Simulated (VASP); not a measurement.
A run of VASP 6.6.1 is set up as follows.

Contents of INCAR:

```
PREC     = Accurate       # precision mode
ENCUT    = 520            # plane-wave cutoff, eV
EDIFF    = 1E-6           # SCF threshold, eV
ISMEAR   = 0              # smearing method
SIGMA    = 0.15           # smearing width, eV
LREAL    = False          # projectors in reciprocal space
LASPH    = True           # aspherical terms in the spheres
NELM     = 60             # most SCF steps
ALGO     = Normal         # electronic algorithm
ISIF     = 2              # what is computed and relaxed
LWAVE    = False          # write WAVECAR
LCHARG   = True           # write CHGCAR
GGA      = PS             # functional
IVDW     = 12             # dispersion correction
LELF     = True           # ELF
LVHAR    = True         
NBANDS   = 16             # bands
```

Contents of KPOINTS:

```
regular mesh
0
Gamma
  21 21 8
```

The input POSCAR:

```
C
1.0
    2.3794453433      0.0000000000      0.0000000000
   -1.1897226717      2.0606601142      0.0000000000
    0.0000000000      0.0000000000      6.6845758030
C
4
Direct
    0.0000000000      0.0000000000      0.0025000000
    0.0000000000      0.0000000000      0.5025000000
    0.3333333333      0.6666666667      0.0025000000
    0.6666666667      0.3333333333      0.5025000000
```

Potentials or basis: VASP PAW PBE potentials, release 64 (C).

The run is started by

```sh
$ cat potpaw_PBE.64/C/POTCAR > POTCAR
$ mpirun -np 1 vasp_std > vasp.out
```

Task: What does it give for the band gap on the k mesh?

Result: Zero (bands 8 and 9 overlap by 0.03 eV).

Task: Predict the dispersion energy per atom.

Result: -0.107 eV.

Task: Estimate the pressure.

Result: 33.8 GPa.

Stress tensor (GPa, compression positive):
```
51.07  0.00  0.00
 0.00 51.07  0.00
 0.00  0.00 -0.78
```

Caveat: the cell stands under pressure; the PAW data sets were made with another functional, which shifts forces and pressure a little.
